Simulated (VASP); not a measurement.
Write the native input for VASP 6.6.1 that does the following.

| Item | Value |
| --- | --- |
| Task | single point |
| Functional | r2SCAN |
| Potentials or basis | VASP PAW PBE potentials, release 64 (Cu, O) |
| Cutoff | 520 eV |
| k mesh | 6 × 6 × 5 |
| Occupations | gaussian, width 0.05 eV |
| Spin | collinear spin |
| Starting moments | [1.0, -1.0, 0.0, 0.0] μB |
| Hubbard terms | Cu d U = 4.0 eV |
| Dipole correction | no |
| Further INCAR settings | ALGO = Normal; EDIFF = 1e-07; NBANDS = 29 |

Crystal: CuO.

```
CELL_PARAMETERS angstrom
3.42205 0.00000 0.00000
0.00000 3.42205 0.00000
0.00000 0.00000 4.26046
ATOMIC_POSITIONS crystal
Cu 0.00000 0.50000 0.00000
Cu 0.50000 0.00000 0.50000
O 0.00000 0.00000 0.25000
O 0.00000 0.00000 0.75000
```

These files were run (other wordings do the same):

POSCAR

```
CuO
1.0
    3.4220509700      0.0000000000      0.0000000000
    0.0000000000      3.4220509700      0.0000000000
    0.0000000000      0.0000000000      4.2604614800
Cu O
2 2
Direct
    0.0000000000      0.5000000000      0.0000000000
    0.5000000000      0.0000000000      0.5000000000
    0.0000000000      0.0000000000      0.2500000000
    0.0000000000      0.0000000000      0.7500000000
```

INCAR.step1

```
SYSTEM = CuO
PREC = Accurate
ENCUT = 520
ISMEAR = 0
SIGMA = 0.05
LREAL = .FALSE.
LASPH = .TRUE.
NELM = 150
ISPIN = 2
MAGMOM = 1 -1 0 0
LMAXMIX = 4
LDAU = .TRUE.
LDAUTYPE = 2
LDAUL = 2 -1
LDAUU = 4 0
LDAUJ = 0 0
NBANDS = 29
GGA = PE
ALGO = Normal
EDIFF = 1E-4
LWAVE = .TRUE.
LCHARG = .FALSE.
```

INCAR.step2

```
SYSTEM = CuO
PREC = Accurate
ENCUT = 520
EDIFF = 1E-7
ISMEAR = 0
SIGMA = 0.05
LREAL = .FALSE.
LASPH = .TRUE.
NELM = 150
ALGO = Normal
ISIF = 2
LWAVE = .FALSE.
LCHARG = .FALSE.
ISPIN = 2
MAGMOM = 1 -1 0 0
LORBIT = 11
LMAXMIX = 4
LDAU = .TRUE.
LDAUTYPE = 2
LDAUL = 2 -1
LDAUU = 4 0
LDAUJ = 0 0
LDAUPRINT = 1
METAGGA = R2SCAN
LMIXTAU = .TRUE.
NBANDS = 29
ISTART = 1
```

KPOINTS

```
regular mesh
0
G
  6 6 5
  0 0 0
```

Potentials or basis: VASP PAW PBE potentials, release 64 (Cu, O).

Launch:

```sh
$ cat potpaw_PBE.64/Cu/POTCAR potpaw_PBE.64/O/POTCAR > POTCAR
$ cp INCAR.step1 INCAR
$ mpirun -np 1 vasp_std > vasp.out
$ cp INCAR.step2 INCAR
$ mpirun -np 1 vasp_std > vasp.out
```

Results of the run:

| Property | Result |
| --- | --- |
| Pressure | -6.3 GPa |
| Band gap on the k mesh | zero (filled and empty bands overlap) |
| Net moment | 0.00 μB per cell |
| Site moments | Cu +0.40, -0.40; O +0.00 μB |
| Valence electrons inside the program's atomic spheres | Cu 9.89; O 4.93 |

Caveat: the cell stands under tension; the PAW data sets were made with another functional, which shifts forces and pressure a little.

Run time: 3 min on 1 thread of AMD EPYC 9R45 96-Core Processor (Zen 5) (shared host), peak memory 0.2 GiB.
